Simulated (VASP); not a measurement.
# Sn2Te3Pt (P4/mmm) in VASP: further runs, part 2 of 2

VASP 6.6.1. Earlier steps stand in the parts before.

## (4) Relaxation of cell and atoms, PBE

Contents of INCAR:

```
SYSTEM = Sn2Te3Pt
PREC = Accurate ; ENCUT = 600
EDIFF = 1E-6 ; ISMEAR = 0
SIGMA = 0.1 ; LREAL = .False.
LASPH = .True. ; NELM = 60
ALGO = Normal ; ISIF = 3
LWAVE = .False. ; LCHARG = .False.
GGA = PE ; IBRION = 2
NSW = 90 ; EDIFFG = -0.04
```

Contents of KPOINTS:

```
regular mesh
0
Gamma
  4 4 2
  0 0 0
```

Contents of POSCAR:

```
Sn2Te3Pt
1.0
    3.8141564500      0.0000000000      0.0000000000
    0.0000000000      3.8141564500      0.0000000000
    0.0000000000      0.0000000000     11.5478747300
Sn Te Pt
2 3 1
Direct
    0.5000000000      0.5000000000      0.3248246900
    0.5000000000      0.5000000000      0.6751753100
    0.0000000000      0.0000000000      0.8390681100
    0.0000000000      0.0000000000      0.1609318900
    0.0000000000      0.0000000000      0.5000000000
    0.5000000000      0.5000000000      0.0000000000
```

Launch:

```sh
> cat potpaw_PBE.64/Sn_d/POTCAR potpaw_PBE.64/Te/POTCAR potpaw_PBE.64/Pt/POTCAR > POTCAR
> mpirun -np 1 vasp_std > vasp.out
```

It took 14 min on 1 thread of Intel Xeon Platinum 8259CL at 2.50GHz (Skylake/Cascade Lake), shared host; peak memory 0.34 GiB.

Results (log left out):

```
Free energy                            : -22.4894 eV
Relaxed volume                         : 25.96 Å³/atom
Relaxed cell                           : a = 3.682 Å, b = 3.682 Å, c = 11.488 Å, α = 90.00°, β = 90.00°, γ = 90.00°
Space group after relaxing (to 0.05 Å) : P4/mmm (No. 123)
Energy gained by relaxing              : 122.7 meV/atom
Ionic steps                            : 12
Pressure after relaxing                : -0.2 GPa
Largest force after relaxing           : 0.035 eV/Å
Band gap on the k mesh                 : zero (band 28 reaches 9.27 eV, above the bottom of band 29 at 7.43 eV)
```

Forces in eV/Å, atoms in the order of the input:
```
Sn   0.000  0.000 -0.024
Sn   0.000  0.000  0.024
Te   0.000  0.000 -0.035
Te   0.000  0.000  0.035
Te   0.000  0.000  0.000
Pt   0.000  0.000  0.000
```

Stress tensor (GPa, compression positive):
```
-0.22  0.00  0.00
 0.00 -0.22  0.00
 0.00  0.00 -0.13
```

The path:
```tsv
step	energy change (eV)	largest force (eV/Å)	pressure (GPa)	volume (Å³)
1	0.0000	1.4154	-4.07	168.00
2	-0.3750	1.4099	1.22	151.30
3	-0.3782	1.3772	1.97	149.62
4	-0.5995	0.7742	2.01	149.67
5	-0.6787	0.1518	2.44	149.70
6	-0.7009	0.1873	-1.92	159.84
7	-0.7266	0.1241	-0.22	155.43
8	-0.7320	0.0952	-0.12	155.23
9	-0.7334	0.0739	-0.01	155.06
10	-0.7350	0.0614	0.08	154.97
11	-0.7355	0.0517	0.17	154.89
12	-0.7360	0.0349	-0.19	155.75
```

Final structure:
```
Sn Te Pt
1.0
     3.68207    0.00000    0.00000
     0.00000    3.68207    0.00000
     0.00000    0.00000   11.48789
Sn Te Pt
2 3 1
Direct
  0.50000 0.50000 0.32240
  0.50000 0.50000 0.67760
  0.00000 0.00000 0.86530
  0.00000 0.00000 0.13470
  0.00000 0.00000 0.50000
  0.50000 0.50000 0.00000
```

Levels at points of the mesh, in eV from the Fermi level:
```tsv
k point	band 24	band 25	band 26	band 27	band 28	band 29	band 30	band 31	band 32	band 33
(0.00, 0.00, 0.00)	-1.68	-0.81	-0.81	0.29	0.58	0.58	0.61	2.83	3.37	3.49
(0.50, 0.00, 0.00)	-2.15	-1.51	0.27	0.32	0.33	0.38	1.29	2.05	2.31	3.11
(0.50, 0.50, 0.00)	-2.22	-1.97	-1.97	-1.49	-0.93	-0.10	0.46	0.53	0.70	0.75
(0.00, 0.00, 0.50)	-1.15	-1.07	-1.07	-0.89	0.90	0.90	1.63	1.92	2.82	2.82
(0.50, 0.00, 0.50)	-1.73	-1.55	-1.19	0.19	0.43	0.78	1.27	2.56	2.72	3.19
(0.50, 0.50, 0.50)	-1.86	-1.49	-1.35	-1.35	-0.93	-0.93	-0.89	-0.73	-0.18	0.09
```

Caveat: the k points lie up to 0.43 Å⁻¹ apart in the final cell; spin-orbit coupling is left out, which moves the levels of the heavy elements.

## (5) Single point, PBE

This run uses another cell than the first one, of 25.89 Å³/atom, 0.925 times its volume.

Contents of INCAR:

```
PREC = Accurate
ENCUT = 520
EDIFF = 1E-6
ISMEAR = 0
SIGMA = 0.1
LREAL = F
LASPH = T
NELM = 60
ALGO = Normal
ISIF = 2
LWAVE = F
LCHARG = F
GGA = PE
NBANDS = 37
```

Contents of KPOINTS:

```
regular mesh
0
Gamma
  10 10 4
```

Contents of POSCAR:

```
Sn2Te3Pt
1.0
    3.6704898154      0.0000000000      0.0000000000
    0.0000000000      3.6704898154      0.0000000000
    0.0000000000      0.0000000000     11.5295880667
Sn Te Pt
2 3 1
Direct
    0.5000000000      0.5000000000      0.3234419499
    0.5000000000      0.5000000000      0.6765580501
    0.0000000000      0.0000000000      0.8679896767
    0.0000000000      0.0000000000      0.1320103233
    0.0000000000      0.0000000000      0.5000000000
    0.5000000000      0.5000000000      0.0000000000
```

Potentials or basis: VASP PAW PBE potentials, release 64 (Sn_d, Te, Pt).

Launch:

```sh
> cat potpaw_PBE.64/Sn_d/POTCAR potpaw_PBE.64/Te/POTCAR potpaw_PBE.64/Pt/POTCAR > POTCAR
> mpirun -np 1 vasp_std > vasp.out
```

OUTCAR:

```text
PREC = Accurate
   ENCUT = 520
   EDIFF = 1E-6
   ISMEAR = 0
   LREAL = F
   LASPH = T
   NELM = 60
   ISIF = 2
   GGA = PE

 ion  position               nearest neighbor table
   1  0.500  0.500  0.323-   5 3.30   5 3.30   5 3.30   5 3.30   4 3.41   4 3.41   4 3.41   4 3.41

   2  0.500  0.500  0.677-   5 3.30   5 3.30   5 3.30   5 3.30   3 3.41   3 3.41   3 3.41   3 3.41

   3  0.000  0.000  0.868-   6 3.01   6 3.01   6 3.01   6 3.01   4 3.04   2 3.41   2 3.41   2 3.41
                             2 3.41
   4  0.000  0.000  0.132-   6 3.01   6 3.01   6 3.01   6 3.01   3 3.04   1 3.41   1 3.41   1 3.41
                             1 3.41
   5  0.000  0.000  0.500-   1 3.30   2 3.30   1 3.30   2 3.30   1 3.30   2 3.30   1 3.30   2 3.30

   6  0.500  0.500  0.000-   3 3.01   4 3.01   3 3.01   4 3.01   3 3.01   4 3.01   3 3.01   4 3.01

  LATTYP: Found a simple tetragonal cell.
 ALAT       =     3.6704898154
 C/A-ratio  =     3.1411578962

  Lattice vectors:

 A1 = (   3.6704898154,   0.0000000000,   0.0000000000)
 A2 = (   0.0000000000,   3.6704898154,   0.0000000000)
 A3 = (   0.0000000000,   0.0000000000,  11.5295880667)

Analysis of symmetry for initial positions (statically):
=====================================================================
 Subroutine PRICEL returns:
 Original cell was already a primitive cell.

 Routine SETGRP: Setting up the symmetry group for a
 simple tetragonal supercell.

 Subroutine GETGRP returns: Found 16 space group operations
 (whereof 16 operations were pure point group operations)
 out of a pool of 16 trial point group operations.

The static configuration has the point symmetry D_4h.

Analysis of symmetry for dynamics (positions and initial velocities):
=====================================================================
 Subroutine PRICEL returns:
 Original cell was already a primitive cell.

 Routine SETGRP: Setting up the symmetry group for a
 simple tetragonal supercell.

[... 129 lines left out ...]
   IALGO  =     38    algorithm
   IMIX   =      4    mixing-type and parameters
     AMIX     =   0.40;   BMIX     =  1.00
     AMIX_MAG =   1.60;   BMIX_MAG =  1.00
  volume/ion in A,a.u.               =      25.89       174.71
  Fermi-wavevector in a.u.,A,eV,Ry     =   1.165155  2.201823 18.471069  1.357585
  Thomas-Fermi vector in A             =   2.301684
   LORBIT       =      0    0 simple, 1 ext, 2 COOP (PROOUT), +10 PAW based schemes
   GGA     = PE    functional components
   LHFCALC =     F    Hartree Fock is set to
   AEXX    =    0.0000 exact exchange contribution
   IVDW    =     0    specifies the selected vdW correction
   LEPSILON=     F    determine dielectric tensor
   LRPA    =     F    only Hartree local field effects (RPA)
 non-spin polarized calculation
 Gauss-broadening in eV      SIGMA  =   0.10
  energy-cutoff  :      520.00
  volume of cell :      155.33
 maximum number of plane-waves:      4232
 NGX is ok and might be reduce to    28
   NGX = 13   NGY = 13   NGZ = 43

 number of electron      55.9999988 magnetization

 Free energy of the ion-electron system (eV)
  ---------------------------------------------------
  ext. energy  EPLUGINS =         0.00000000
  ---------------------------------------------------
  free energy    TOTEN  =       -22.58884008 eV

  energy without entropy =      -22.57325356  energy(sigma->0) =      -22.58104682

 E-fermi :   8.4400     XC(G=0): -10.4966

 val. band max:        8.4325269531   @ k =   0.3000   0.0000   0.2500
 cond. band min:       8.4588924203   @ k =   0.4000   0.4000   0.0000
 fundamental gap:      0.0263654672
 Fermi energy:         8.4399923667

 k-point     1 :       0.0000    0.0000    0.0000
  band No.  band energies     occupation
      1     -13.3167      2.00000
      2     -13.3163      2.00000
      3     -13.3128      2.00000
      4     -13.3017      2.00000
      5     -13.2804      2.00000
      6     -13.2804      2.00000
[... 949 lines left out ...]
     36      12.9065      0.00000
     37      13.0421      0.00000

 [... further k-points ...]
[... 5 lines left out ...]
  --------------------------------------------------------------------------------------
  -------------------------------------------------------------------------------------
  Total       -0.0794300     -0.0794300     -0.0526554      0.0000000      0.0000000      0.0000000
  in kB       -0.8192814     -0.8192814     -0.5431145      0.0000000      0.0000000      0.0000000
  external PRESSURE =      -0.7272258 kB  Pullay stress =       0.0000000 kB

 VOLUME and BASIS-vectors are now :
 -----------------------------------------------------------------------------
  energy-cutoff  :      520.00
  volume of cell :      155.33
      direct lattice vectors                 reciprocal lattice vectors
     3.670489815  0.000000000  0.000000000     0.272443202  0.000000000  0.000000000
     0.000000000  3.670489815  0.000000000     0.000000000  0.272443202  0.000000000
     0.000000000  0.000000000 11.529588067     0.000000000  0.000000000  0.086733368

 POSITION                                       TOTAL-FORCE (eV/Angst)
 -----------------------------------------------------------------------------------
      1.83524      1.83524      3.72915         0.000000     -0.000000     -0.001296
      1.83524      1.83524      7.80044        -0.000000     -0.000000      0.001296
      0.00000      0.00000     10.00756         0.000000      0.000000      0.006346
      0.00000      0.00000      1.52202         0.000000      0.000000     -0.006346
      0.00000      0.00000      5.76479         0.000000      0.000000      0.000000
      1.83524      1.83524      0.00000         0.000000      0.000000      0.000000
 -----------------------------------------------------------------------------------
    total drift:                                0.000000      0.000000     -0.000000

  FREE ENERGIE OF THE ION-ELECTRON SYSTEM (eV)
  ---------------------------------------------------
  free  energy   TOTEN  =       -22.5888400814 eV

  energy  without entropy=      -22.5732535579  energy(sigma->0) =      -22.58104682
```

Wall time 9.5 min (1 thread of Intel Xeon Platinum 8259CL at 2.50GHz (Skylake/Cascade Lake), shared host); peak memory 0.47 GiB.

What came out:

| Item | Value |
| --- | --- |
| Free energy | -22.5888 eV |
| Pressure | -0.1 GPa |
| Largest force | 0.006 eV/Å |
| Band gap on the k mesh | zero (band 28 reaches 9.38 eV, above the bottom of band 29 at 7.48 eV) |

Forces on the atoms (eV/Å):
```
Sn   0.000  0.000 -0.001
Sn   0.000  0.000  0.001
Te   0.000  0.000  0.006
Te   0.000  0.000 -0.006
Te   0.000  0.000  0.000
Pt   0.000  0.000  0.000
```

Caveat: spin-orbit coupling is left out, which moves the levels of the heavy elements.

## (6) Overview

```csv
task,cell,k mesh,cutoff (eV),gap on the mesh (eV),pressure (GPa),relaxed volume (Å³/atom),largest force (eV/Å)
single point,"a = 3.814, b = 3.814, c = 11.548 Å, 6 atoms",4 × 4 × 2,520,none,-4.1,-,1.42
relaxation of cell and atoms,"relaxed from a = 3.687, b = 3.687, c = 11.453 Å, 6 atoms",6 × 6 × 2,600,-,0.0,25.81,0.03
relaxation of cell and atoms,"relaxed from a = 3.814, b = 3.814, c = 11.548 Å, 6 atoms",4 × 4 × 2,600,none,-0.2,25.96,0.03
single point,"a = 3.670, b = 3.670, c = 11.530 Å, 6 atoms",10 × 10 × 4,520,none,-0.1,-,0.01
```

Alike in all rows: level PBE; potentials or basis VASP PAW PBE potentials, release 64 (Sn_d, Te, Pt); no spin polarisation; smearing gaussian 0.1 eV.

Caveats: some runs use coarse meshes; spin-orbit coupling is left out, which moves the levels of the heavy elements; forces of over 1 eV/Å act on the atoms, so gaps and moduli don't describe the material at rest (some runs); the bands computed are all filled at some k points, so no gap is given (some runs).

Absolute energies hang on the potentials; compare differences alone.
